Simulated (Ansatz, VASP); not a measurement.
Two plane-wave programs on HfSi2O6

```
CELL_PARAMETERS angstrom
-5.21574 0.00000 0.00000
2.60787 -4.94798 0.00000
0.00000 0.00000 6.01964
ATOMIC_POSITIONS crystal
Hf 0.50000 0.00000 0.00000
Si 0.00000 0.50000 0.34434
Si 0.50000 0.50000 0.65566
O 0.41103 0.23434 0.81125
O 0.22341 0.44682 0.50000
O 0.17669 0.76566 0.18875
O 0.58897 0.76566 0.81125
O 0.77659 0.55318 0.50000
O 0.82331 0.23434 0.18875
```

Alike in both runs: task single point; functional PBE; k mesh 4 × 4 × 2; occupations gaussian, width 0.1 eV; no spin polarisation.

|  | VASP | Ansatz |
| --- | --- | --- |
| version | VASP 6.6.1 | Ansatz 0.2.0 |
| potentials or method | VASP PAW PBE potentials, release 64 (Hf_pv, Si, O), cutoff 520 eV | scalar-relativistic, plane waves, PAW |
| valence electrons in the cell | 54 | 70 |

Ansatz gave:

```
gap on the k mesh at the Fermi level (eV)                     : 4.94
least direct gap on the mesh (eV)                             : 5.18
pressure (GPa)                                                : 0.0
traceless stress, the component that is largest in VASP (GPa) : -0.04
rms of the force components (eV/Å)                            : 0.002
```

Estimate VASP's values.

gap on the k mesh at the Fermi level (eV): 4.94; least direct gap on the mesh (eV): 5.17; pressure (GPa): -0.4; traceless stress, the component that is largest in VASP (GPa): -0.08; rms of the force components (eV/Å): 0.076.

Atom by atom the forces differ by 0.074 eV/Å (rms over components). VASP's potentials hold 54 valence electrons a cell and Ansatz's 70, so a difference there can come from the potentials and not from the codes.

The k mesh is coarse, so the values compare programs but aren't converged. Spin-orbit coupling is off throughout.
